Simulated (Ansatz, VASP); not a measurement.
This is a calculation of Ge for Ansatz 0.2.0.

input

```
crystal:
  lattice:
    - [1.488052925, -2.59468961, 0.0]
    - [1.488052925, 2.59468961, 0.0]
    - [0.0, 0.0, 4.72759579]
  atoms:
    - { symbol: Ge, position: [0.33344663, 0.66655337, 0.25] }
    - { symbol: Ge, position: [0.66655337, 0.33344663, 0.75] }
hamiltonian:
  xc: r2scanh
  pseudopotentials: { kind: paw }
kpoints:
  mp_grid: { grid: [5, 5, 3] }
scf:
  occupations: { method: fermi_dirac, width: 0.05 }
output:
  forces: true
  stress: true
  eigenvalues: true
```

Problem. Set up the same calculation for VASP 6.6.1. Potentials there: VASP PAW PBE potentials, release 64 (Ge_d).

Solution. As run (the cutoff follows the program's own potentials):

The input POSCAR:

```
Ge
1.0
    1.4880529250     -2.5946896100      0.0000000000
    1.4880529250      2.5946896100      0.0000000000
    0.0000000000      0.0000000000      4.7275957900
Ge
2
Direct
    0.3334466300      0.6665533700      0.2500000000
    0.6665533700      0.3334466300      0.7500000000
```

The input INCAR.step1:

```
PREC = Accurate
ENCUT = 520
EDIFF = 1E-5
ISMEAR = -1
SIGMA = 0.05
LREAL = F
LASPH = T
NELM = 100
ALGO = Normal
ISIF = 2
LWAVE = T
LCHARG = F
NBANDS = 21
GGA = PE
```

The input INCAR.step2:

```
PREC = Accurate
ENCUT = 520
EDIFF = 1E-6
ISMEAR = -1
SIGMA = 0.05
LREAL = F
LASPH = T
NELM = 100
ALGO = Normal
ISIF = 2
LWAVE = F
LCHARG = F
METAGGA = R2SCAN
LHFCALC = T
AEXX = 0.1
LMIXTAU = T
PRECFOCK = Normal
NBANDS = 21
ISTART = 1
```

The input KPOINTS:

```
Automatic mesh
0
Gamma
  5 5 3
```

Potentials or basis: VASP PAW PBE potentials, release 64 (Ge_d).

Run with:

```bash
$ cat potpaw_PBE.64/Ge_d/POTCAR > POTCAR
$ cp INCAR.step1 INCAR
$ mpirun -np 1 vasp_std > vasp.out
$ cp INCAR.step2 INCAR
$ mpirun -np 1 vasp_std > vasp.out
```

Both were run:

|  | VASP | Ansatz | Ansatz less VASP |
| --- | --- | --- | --- |
| gap on the k mesh at the Fermi level (eV) | none | none | - |
| pressure (GPa) | 1.7 | 1.9 | +0.19 |
| traceless stress, the component that is largest in VASP (GPa) | 6.81 | 6.80 | -0.008 |
| rms of the force components (eV/Å) | 0.043 | 0.034 | -0.0099 |

VASP's potentials were made for PBE, not for r2SCANh. Atom by atom the forces differ by 0.010 eV/Å (rms over components). A gap of «none» marks a metal or a gap that the smearing closes. The functional is the same, so the differences come from potentials, cutoffs and numerics.

The k mesh is coarse, so the values compare programs but aren't converged.
